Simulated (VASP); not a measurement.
# ZnCu2SnS4 (I-4) in VASP: notebook

ZnCu2SnS4 is run at these levels: PBEsol; tasks: relaxation of cell and atoms.

Everything below comes from runs of VASP 6.6.1. Logs are shortened: lines on timing, memory, paths and dates and some standing lists are left out, and cuts for length are marked.

### 1 The cell of the first run

The structure is tetragonal, space group I-4 (No. 82). Conventional cell: a = 5.434 Å, b = 5.434 Å, c = 10.850 Å, α = 90.00°, β = 90.00°, γ = 90.00°. Within 3.1 Å of Zn (site symmetry -4) lie 4 S at 2.33 Å. Within 3.1 Å of Cu (site symmetry -4) lie 4 S at 2.33 Å. Within 3.1 Å of Cu (site symmetry -4) lie 4 S at 2.33 Å. Within 3.2 Å of Sn (site symmetry -4) lie 4 S at 2.41 Å. Within 3.1 Å of S (site symmetry 1) lie 1 Zn at 2.33 Å and 2 Cu at 2.33 Å and 1 Sn at 2.41 Å.

### 2 Relaxation of cell and atoms, PBEsol

INCAR reads:

```
SYSTEM = ZnCu2SnS4
  ALGO = Normal
  EDIFF = 1E-6
  EDIFFG = -0.01
  ENCUT = 600
  GGA = PS
  IBRION = 2
  ISIF = 3
  ISMEAR = 0
  KPAR = 4
  LASPH = .TRUE.
  LCHARG = .FALSE.
  LREAL = .FALSE.
  LWAVE = .FALSE.
  NELM = 80
  NSW = 90
  PREC = Accurate
  SIGMA = 0.03
```

KPOINTS reads:

```
k-points
0
G
  10 10 10
  0 0 0
```

POSCAR reads:

```
ZnCu2SnS4
1.0
   -2.7171000000      2.7171000000      5.4248000000
    2.7171000000     -2.7171000000      5.4248000000
    2.7171000000      2.7171000000     -5.4248000000
Zn Cu Sn S
1 2 1 4
Direct
    0.2500000000      0.7500000000      0.5000000000
    0.0000000000      0.0000000000      0.0000000000
    0.7500000000      0.2500000000      0.5000000000
    0.5000000000      0.5000000000      0.0000000000
    0.3716100000      0.8844100000      0.9996000000
    0.1155900000      0.1151900000      0.4872000000
    0.8848100000      0.3720100000      0.0004000000
    0.6279900000      0.6283900000      0.5128000000
```

Potentials or basis: VASP PAW PBE potentials, release 64 (Zn, Cu, Sn_d, S).

Run with:

```sh
> cat potpaw_PBE.64/Zn/POTCAR potpaw_PBE.64/Cu/POTCAR potpaw_PBE.64/Sn_d/POTCAR potpaw_PBE.64/S/POTCAR > POTCAR
> mpirun -np 4 vasp_std > vasp.out
```

OUTCAR:

```text
SYSTEM = ZnCu2SnS4
   EDIFF = 1E-6
   EDIFFG = -0.01
   ENCUT = 600
   GGA = PS
   IBRION = 2
   ISIF = 3
   ISMEAR = 0
   LASPH = .TRUE.
   LREAL = .FALSE.
   NELM = 80
   NSW = 90
   PREC = Accurate

 ion  position               nearest neighbor table
   1  0.250  0.750  0.500-   8 2.33   7 2.33   6 2.33   5 2.33
   2  0.000  0.000  0.000-   5 2.33   8 2.33   7 2.33   6 2.33
   3  0.750  0.250  0.500-   7 2.33   6 2.33   5 2.33   8 2.33
   4  0.500  0.500  0.000-   8 2.41   7 2.41   6 2.41   5 2.41
   5  0.372  0.884  1.000-   1 2.33   2 2.33   3 2.33   4 2.41
   6  0.116  0.115  0.487-   1 2.33   2 2.33   3 2.33   4 2.41
   7  0.885  0.372  0.000-   1 2.33   2 2.33   3 2.33   4 2.41
   8  0.628  0.628  0.513-   1 2.33   2 2.33   3 2.33   4 2.41

  LATTYP: Found a body centered tetragonal cell.
 ALAT       =     5.4342000000
 C/A-ratio  =     1.9965404291

  Lattice vectors:

 A1 = (  -2.7171000000,   2.7171000000,   5.4248000000)
 A2 = (   2.7171000000,  -2.7171000000,   5.4248000000)
 A3 = (   2.7171000000,   2.7171000000,  -5.4248000000)

Analysis of symmetry for initial positions (statically):
=====================================================================
 Subroutine PRICEL returns:
 Original cell was already a primitive cell.

 Routine SETGRP: Setting up the symmetry group for a
 body centered tetragonal supercell.

 Subroutine GETGRP returns: Found  4 space group operations
 (whereof  4 operations were pure point group operations)
 out of a pool of 16 trial point group operations.

The static configuration has the point symmetry S_4 .

Analysis of symmetry for dynamics (positions and initial velocities):
=====================================================================
 Subroutine PRICEL returns:
 Original cell was already a primitive cell.

 Routine SETGRP: Setting up the symmetry group for a
 body centered tetragonal supercell.

 Subroutine GETGRP returns: Found  4 space group operations
 (whereof  4 operations were pure point group operations)
 out of a pool of 16 trial point group operations.

The dynamic configuration has the point symmetry S_4 .

 Subroutine INISYM returns: Found  4 space group operations
 (whereof  4 operations are pure point group operations),
 and found     1 'primitive' translations

----------------------------------------------------------------------------------------

                                     Primitive cell

  volume of cell :     160.1972

  direct lattice vectors                    reciprocal lattice vectors
    -2.717100000  2.717100000  5.424800000     0.000000000  0.184019727  0.092169297
     2.717100000 -2.717100000  5.424800000     0.184019727  0.000000000  0.092169297
     2.717100000  2.717100000 -5.424800000     0.184019727  0.184019727  0.000000000

  length of vectors
     6.647835728  6.647835728  6.647835728     0.205811659  0.205811659  0.260243194

  position of ions in fractional coordinates (direct lattice)
     0.250000000  0.750000000  0.500000000
     0.000000000  0.000000000  0.000000000
     0.750000000  0.250000000  0.500000000
     0.500000000  0.500000000  0.000000000
     0.371610000  0.884410000  0.999600000
     0.115590000  0.115190000  0.487200000
     0.884810000  0.372010000  0.000400000
     0.627990000  0.628390000  0.512800000

  ion indices of the primitive-cell ions
   primitive index   ion index
                 1           1
                 2           2
                 3           3
                 4           4
                 5           5
                 6           6
                 7           7
                 8           8

----------------------------------------------------------------------------------------

 KPOINTS: k-points

Automatic generation of k-mesh.
 Grid dimensions read from file:
 generate k-points for:   10   10   10

 Generating k-lattice:

  Cartesian coordinates                     Fractional coordinates (reciprocal lattice)
     0.000000000  0.018401973  0.009216930     0.100000000 -0.000000000  0.000000000
     0.018401973  0.000000000  0.009216930    -0.000000000  0.100000000  0.000000000
     0.018401973  0.018401973  0.000000000     0.000000000  0.000000000  0.100000000

  Length of vectors
     0.020581166  0.020581166  0.026024319

  Shift w.r.t. Gamma in fractional coordinates (k-lattice)
     0.000000000  0.000000000  0.000000000

 Subroutine IBZKPT returns following result:
 ===========================================

 Found    144 irreducible k-points:

 Following reciprocal coordinates:
            Coordinates               Weight
  0.000000  0.000000  0.000000      1.000000
  0.100000  0.000000  0.000000      8.000000
  0.200000  0.000000  0.000000      8.000000
  0.300000 -0.000000  0.000000      8.000000
  0.400000 -0.000000  0.000000      8.000000
  0.500000  0.000000  0.000000      4.000000
[... 16 lines left out ...]
  0.200000  0.200000  0.000000      8.000000
  0.300000  0.200000  0.000000      8.000000
 [... further k-points ...]
   k-points           NKPTS =    144   k-points in BZ     NKDIM =    144   number of bands    NBANDS=     43
   number of dos      NEDOS =    301   number of ions     NIONS =      8
   total plane-waves  NPLWV = 157464
   dimension x,y,z NGX =    54 NGY =   54 NGZ =   54
   dimension x,y,z NGXF=   108 NGYF=  108 NGZF=  108
   ions per type =               1   2   1   4
   NGX,Y,Z   is equivalent  to a cutoff of  13.50, 13.50, 13.50 a.u.
   NGXF,Y,Z  is equivalent  to a cutoff of  27.01, 27.01, 27.01 a.u.
 SYSTEM =  ZnCu2SnS4
   PREC   = accura    normal or accurate (medium, high low for compatibility)
   ISTART =      0    job   : 0-new  1-cont  2-samecut
   ICHARG =      2    charge: 1-file 2-atom 10-const
   ISPIN  =      1    spin polarized calculation?
   LNONCOLLINEAR =      F non collinear calculations
   LSORBIT =      F    spin-orbit coupling
   LASPH  =      T    aspherical Exc in radial PAW
   ENCUT  =  600.0 eV  44.10 Ry    6.64 a.u.  13.28 13.28 13.28*2*pi/ulx,y,z
   NELM   =     80;   NELMIN=  2; NELMDL= -5     # of ELM steps
   EDIFF  = 0.1E-05   stopping-criterion for ELM
   LREAL  =      F    real-space projection
   EDIFFG = -.1E-01   stopping-criterion for IOM
   NSW    =     90    number of steps for IOM
   IBRION =      2    ionic relax: 0-MD 1-quasi-New 2-CG
   NFREE  =      1    steps in history (QN), initial steepest desc. (CG)
   ISIF   =      3    stress and relaxation
   ISYM   =      2    0-nonsym 1-usesym 2-fastsym
   POTIM  = 0.5000    time-step for ionic-motion
   TEBEG  =    0.0;   TEEND  =   0.0 temperature during run
   PSTRESS=    0.0 pullay stress
   NELECT =      72.0000    total number of electrons
   NUPDOWN=      -1.0000    fix difference up-down
   EMIN   =  10.00;   EMAX   =-10.00  energy-range for DOS
   EFERMI =   0.00;   METHOD = LEGACY
   ISMEAR =     0;   SIGMA  =   0.03  broadening in eV -4-tet -1-fermi 0-gaus
   EFERMI_NEDOS =   21; number of points for ismear=-14 and -15
   IALGO  =     38    algorithm
   IMIX   =      4    mixing-type and parameters
     AMIX     =   0.40;   BMIX     =  1.00
     AMIX_MAG =   1.60;   BMIX_MAG =  1.00
  volume/ion in A,a.u.               =      20.02       135.13
  Fermi-wavevector in a.u.,A,eV,Ry     =   1.254009  2.369734 21.395688  1.572539
  Thomas-Fermi vector in A             =   2.387835
   LORBIT       =      0    0 simple, 1 ext, 2 COOP (PROOUT), +10 PAW based schemes
   GGA     = PS    functional components
   LHFCALC =     F    Hartree Fock is set to
   AEXX    =    0.0000 exact exchange contribution
   IVDW    =     0    specifies the selected vdW correction
   LEPSILON=     F    determine dielectric tensor
   LRPA    =     F    only Hartree local field effects (RPA)
 conjugate gradient relaxation of ions
 non-spin polarized calculation
 Gauss-broadening in eV      SIGMA  =   0.03
  energy-cutoff  :      600.00
  volume of cell :      160.20
 maximum number of plane-waves:      5397
 NGX is ok and might be reduce to    54
   NGX = 27   NGY = 27   NGZ = 27

--------------------------------------- Ionic step        1  -------------------------------------------

 number of electron      71.9999998 magnetization

 Free energy of the ion-electron system (eV)
  ---------------------------------------------------
  ext. energy  EPLUGINS =         0.00000000
  ---------------------------------------------------
  free energy    TOTEN  =       -35.71868343 eV

  energy without entropy =      -35.71868343  energy(sigma->0) =      -35.71868343

 E-fermi :   4.8706     XC(G=0):  -9.9994

 val. band max:        4.7326607501   @ k =   0.0000   0.0000   0.0000
 cond. band min:       4.9885937041   @ k =   0.0000   0.0000   0.0000
 fundamental gap:      0.2559329540
 Fermi energy:         4.8705669382

 k-point     1 :       0.0000    0.0000    0.0000
  band No.  band energies     occupation
      1     -17.4344      2.00000
      2     -17.4303      2.00000
      3     -17.4303      2.00000
      4     -17.3401      2.00000
      5     -17.3325      2.00000
      6      -9.8093      2.00000
[... 1093 lines left out ...]
     42       9.4959      0.00000
     43      10.0176      0.00000

 [... further k-points ...]
[... 5 lines left out ...]
  --------------------------------------------------------------------------------------
  -------------------------------------------------------------------------------------
  Total       -1.4444608     -1.4444608     -1.5432090      0.0000000      0.0000000      0.0000000
  in kB      -14.4464581    -14.4464581    -15.4340659      0.0000003      0.0000000      0.0000000
  external PRESSURE =     -14.7756607 kB  Pullay stress =       0.0000000 kB
[... 107 lines left out ...]
  FREE ENERGIE OF THE ION-ELECTRON SYSTEM (eV)
  ---------------------------------------------------
  free  energy   TOTEN  =       -35.8092048447 eV

  energy  without entropy=      -35.8092048447  energy(sigma->0) =      -35.80920484

[... ionic steps 4 to 8 ...]

--------------------------------------- Ionic step        9  -------------------------------------------

 number of electron      72.0000015 magnetization

------------------------ aborting loop because EDIFF is reached ----------------------------------------

  FORCE on cell =-STRESS in cart. coord.  units (eV):
  Direction    XX          YY          ZZ          XY          YZ          ZX
  --------------------------------------------------------------------------------------
  -------------------------------------------------------------------------------------
  Total       -0.0254535     -0.0254535      0.0378778      0.0000000      0.0000000      0.0000000
  in kB       -0.2618393     -0.2618393      0.3896467      0.0000002      0.0000000      0.0000000
  external PRESSURE =      -0.0446773 kB  Pullay stress =       0.0000000 kB
[... 69 lines left out ...]
  energy  without entropy=      -35.8268316849  energy(sigma->0) =      -35.82683177

--------------------------------------- Ionic step       11  -------------------------------------------

 number of electron      72.0000015 magnetization

 Free energy of the ion-electron system (eV)
  ---------------------------------------------------
  ext. energy  EPLUGINS =         0.00000000
  ---------------------------------------------------
  free energy    TOTEN  =       -35.82689606 eV

  energy without entropy =      -35.82689592  energy(sigma->0) =      -35.82689599

 E-fermi :   5.1708     XC(G=0): -10.1446

 val. band max:        5.1001882169   @ k =   0.0000   0.0000   0.0000
 cond. band min:       5.2413347338   @ k =   0.0000   0.0000   0.0000
 fundamental gap:      0.1411465169
 Fermi energy:         5.1707616410

 k-point     1 :       0.0000    0.0000    0.0000
  band No.  band energies     occupation
      1     -17.1016      2.00000
      2     -17.0975      2.00000
      3     -17.0975      2.00000
      4     -17.0185      2.00000
      5     -17.0141      2.00000
      6      -9.5911      2.00000
[... 1093 lines left out ...]
     42       9.8842      0.00000
     43      10.5166      0.00000

 [... further k-points ...]
[... 5 lines left out ...]
  --------------------------------------------------------------------------------------
  -------------------------------------------------------------------------------------
  Total       -0.0092004     -0.0092004      0.0478755      0.0000000      0.0000000      0.0000000
  in kB       -0.0947125     -0.0947125      0.4928496      0.0000001      0.0000000      0.0000000
  external PRESSURE =       0.1011415 kB  Pullay stress =       0.0000000 kB
[... 23 lines left out ...]
  FREE ENERGIE OF THE ION-ELECTRON SYSTEM (eV)
  ---------------------------------------------------
  free  energy   TOTEN  =       -35.8268960571 eV

  energy  without entropy=      -35.8268959234  energy(sigma->0) =      -35.82689599

 reached required accuracy - stopping structural energy minimisation
```

Wall time 69 min (4 MPI ranks of AMD EPYC 7R13 (Zen 3), shared host); peak memory 1.3 GiB.

Results:

- Free energy: -35.8269 eV
- Relaxed volume: 19.45 Å³/atom
- Relaxed cell: a = 6.586 Å, b = 6.586 Å, c = 6.586 Å, α = 131.78°, β = 131.78°, γ = 70.58°
- Space group after relaxing (to 0.1 Å): I-4 (No. 82)
- Energy gained by relaxing: 13.5 meV/atom
- Ionic steps: 11
- Pressure after relaxing: 0.0 GPa
- Largest force after relaxing: 0.009 eV/Å
- Band gap on the k mesh: 0.14 eV

Forces in eV/Å, atoms in the order of the input:
```
Zn   0.000  0.000  0.000
Cu   0.000  0.000  0.000
Cu   0.000  0.000  0.000
Sn   0.000  0.000  0.000
S    0.006 -0.004  0.005
S   -0.004 -0.006 -0.005
S   -0.006  0.004  0.005
S    0.004  0.006 -0.005
```

Step by step:
```
step  energy change (eV)  largest force (eV/Å)  pressure (GPa)  volume (Å³)
   1              0.0000                0.6231           -1.48       160.20
   2             -0.0795                0.3880            0.15       155.95
   3             -0.0905                0.2491            1.19       153.71
   4             -0.1075                0.0552           -0.10       155.79
   5             -0.1078                0.0430            0.02       155.58
   6             -0.1078                0.0424            0.06       155.54
   7             -0.1081                0.0194           -0.01       155.67
   8             -0.1081                0.0130           -0.06       155.79
   9             -0.1081                0.0110            0.00       155.75
  10             -0.1081                0.0111           -0.04       155.76
  11             -0.1082                0.0088            0.01       155.64
```

Final structure:
```
Zn Cu Sn S
1.0
    -2.69032    2.69032    5.37580
     2.69032   -2.69032    5.37580
     2.69032    2.69032   -5.37580
Zn Cu Sn S
1 2 1 4
Cartesian
  2.6903 0.0000 2.6879
  0.0000 0.0000 0.0000
  0.0000 2.6903 2.6879
  0.0000 0.0000 5.3758
  1.4412 -1.3946 6.7709
  1.2957 1.2491 -1.3951
  1.2491 4.0849 1.3951
  1.3946 1.4412 3.9807
```

Levels at points of the mesh, in eV from the valence-band top:
```csv
k point,band 33,band 34,band 35,band 36,band 37,band 38,band 39,band 40
"(0.00, 0.00, 0.00)",-1.63,-0.06,-0.06,0.00,0.14,1.80,2.68,3.62
"(0.50, 0.00, 0.00)",-1.30,-1.26,-1.15,-0.57,1.58,3.00,3.24,4.02
"(0.50, 0.50, 0.00)",-0.89,-0.79,-0.58,-0.45,0.54,2.26,3.04,3.97
"(0.50, 0.50, 0.50)",-1.26,-1.26,-0.97,-0.97,1.20,1.84,1.84,2.18
```

Caveat: the PAW data sets were made with another functional, which shifts forces and pressure a little; spin-orbit coupling is left out, which moves the levels of the heavy elements. A k mesh can miss the band edges.

### 3 Relaxation of cell and atoms, PBEsol

This run uses another cell than the first one, of 19.45 Å³/atom.

Edit INCAR of step 2 so:

```diff
@@ -2,4 +2,4 @@
   ALGO = Normal
-  EDIFF = 1E-6
-  EDIFFG = -0.01
+  EDIFF = 1E-7
+  EDIFFG = -0.005
   ENCUT = 600
```

KPOINTS is that of step 2.

POSCAR reads:

```
ZnCu2SnS4                               
1.0
   -2.6903155295      2.6903155397      5.3757952232
    2.6903155295     -2.6903155397      5.3757952232
    2.6903155397      2.6903155295     -5.3757952232
  Zn              Cu              Sn              S             
     1     2     1     4
Direct
     0.2500000000000000    0.7500000000000000    0.5000000000000000
     0.0000000000000000    0.0000000000000000    0.0000000000000000
     0.7500000000000000    0.2500000000000000    0.5000000000000000
     0.5000000000000000    0.5000000000000000    0.0000000000000000
     0.3705739971419558    0.8976146920361101    0.0086688371421905
     0.1023853079638899    0.1110541451060804    0.4729593051058528
     0.8889458548939196    0.3619051599997725    0.9913311628578094
     0.6380948400002275    0.6294260028580441    0.5270406948941473
```

Potentials or basis: VASP PAW PBE potentials, release 64 (Zn, Cu, Sn_d, S).

Run with:

```sh
> cat potpaw_PBE.64/Zn/POTCAR potpaw_PBE.64/Cu/POTCAR potpaw_PBE.64/Sn_d/POTCAR potpaw_PBE.64/S/POTCAR > POTCAR
> mpirun -np 4 vasp_std > vasp.out
```

Run time: 19 min. Hardware: 4 MPI ranks of AMD EPYC 7R13 (Zen 3), shared host; peak memory 1.2 GiB.

It converged, with:

- Free energy: -35.8262 eV
- Relaxed volume: 19.46 Å³/atom
- Relaxed cell: a = 6.587 Å, b = 6.587 Å, c = 6.587 Å, α = 131.79°, β = 131.79°, γ = 70.56°
- Space group after relaxing (to 0.1 Å): I-4 (No. 82)
- Energy gained by relaxing: 0.0 meV/atom
- Ionic steps: 2
- Pressure after relaxing: 0.0 GPa
- Largest force after relaxing: 0.004 eV/Å
- Band gap on the k mesh: 0.14 eV

Forces on the atoms (eV/Å):
```
Zn   0.000  0.000  0.000
Cu   0.000  0.000  0.000
Cu   0.000  0.000  0.000
Sn   0.000  0.000  0.000
S    0.003 -0.001  0.002
S   -0.001 -0.003 -0.002
S   -0.003  0.001  0.002
S    0.001  0.003 -0.002
```

Final structure:
```
CELL_PARAMETERS angstrom
-2.69028 2.69028 5.37740
2.69028 -2.69028 5.37740
2.69028 2.69028 -5.37740
ATOMIC_POSITIONS crystal
Zn 0.25000 0.75000 0.50000
Cu 0.00000 0.00000 0.00000
Cu 0.75000 0.25000 0.50000
Sn 0.50000 0.50000 0.00000
S 0.37057 0.89769 0.00869
S 0.10231 0.11100 0.47287
S 0.88900 0.36188 0.99131
S 0.63812 0.62943 0.52713
```

Levels at points of the mesh, in eV from the valence-band top:
| k point | band 32 | band 33 | band 34 | band 35 | band 36 | band 37 | band 38 | band 39 | band 40 | band 41 |
| --- | --- | --- | --- | --- | --- | --- | --- | --- | --- | --- |
| (0.00, 0.00, 0.00) | -1.82 | -1.63 | -0.06 | -0.06 | 0.00 | 0.14 | 1.80 | 2.68 | 3.62 | 3.62 |
| (0.50, 0.00, 0.00) | -1.42 | -1.30 | -1.26 | -1.15 | -0.57 | 1.58 | 3.00 | 3.24 | 4.02 | 4.22 |
| (0.50, 0.50, 0.00) | -1.38 | -0.89 | -0.79 | -0.58 | -0.45 | 0.54 | 2.26 | 3.04 | 3.97 | 4.27 |
| (0.50, 0.50, 0.50) | -1.26 | -1.26 | -1.26 | -0.97 | -0.97 | 1.20 | 1.84 | 1.84 | 2.18 | 3.19 |

Caveat: the PAW data sets were made with another functional, which shifts forces and pressure a little; spin-orbit coupling is left out, which moves the levels of the heavy elements.
